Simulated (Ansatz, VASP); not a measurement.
One calculation of NaCl, two programs

INCAR

```
ALGO = Normal
EDIFF = 1E-7
ENCUT = 520
GGA = PE
ISIF = 2
ISMEAR = -1
LASPH = T
LCHARG = F
LREAL = F
LWAVE = F
NBANDS = 14
NELM = 60
PREC = Accurate
SIGMA = 0.05
```

File KPOINTS:

```
k-points
0
Gamma
  8 8 8
```

The input POSCAR:

```
NaCl
1.0
    3.4306966741      0.0000000000      0.0000000000
    0.0000000000      3.4306966741      0.0000000000
    0.0000000000      0.0000000000      3.4306966741
Cl Na
1 1
Direct
    0.5000000000      0.5000000000      0.5000000000
    0.0000000000      0.0000000000      0.0000000000
```

Contents of input.yaml:

```yaml
crystal:
  lattice:
    - [3.4306966741, 0.0, 0.0]
    - [0.0, 3.4306966741, 0.0]
    - [0.0, 0.0, 3.4306966741]
  atoms:
    - { symbol: Cl, position: [0.5, 0.5, 0.5] }
    - { symbol: Na, position: [0.0, 0.0, 0.0] }
kpoints:
  mp_grid: { grid: [8, 8, 8] }
scf:
  occupations: { method: fermi_dirac, width: 0.05 }
hamiltonian:
  xc: pbe
  pseudopotentials: { kind: all_electron, lapw: { basis_error: 0.0005 } }
output:
  forces: true
  stress: true
  eigenvalues: true
```

Change from the starting cell: volume scaled by 0.94.

Alike in both runs: task single point; functional PBE; k mesh 8 × 8 × 8; occupations fermi-dirac, width 0.05 eV; no spin polarisation.

|  | VASP | Ansatz |
| --- | --- | --- |
| version | VASP 6.6.1 | Ansatz 0.2.0 |
| potentials or method | VASP PAW PBE potentials, release 64 (Cl, Na_pv), cutoff 520 eV | all-electron LAPW, scalar-relativistic |

Ansatz gave:

| Quantity | Value |
| --- | --- |
| gap on the k mesh at the Fermi level (eV) | 4.20 |
| least direct gap on the mesh (eV) | 4.74 |
| pressure (GPa) | 2.0 |

Q: What did VASP give for the same quantities?

A: gap on the k mesh at the Fermi level (eV): 4.20; least direct gap on the mesh (eV): 4.74; pressure (GPa): 1.9.

Ansatz ran all-electron here, and VASP with PAW potentials.
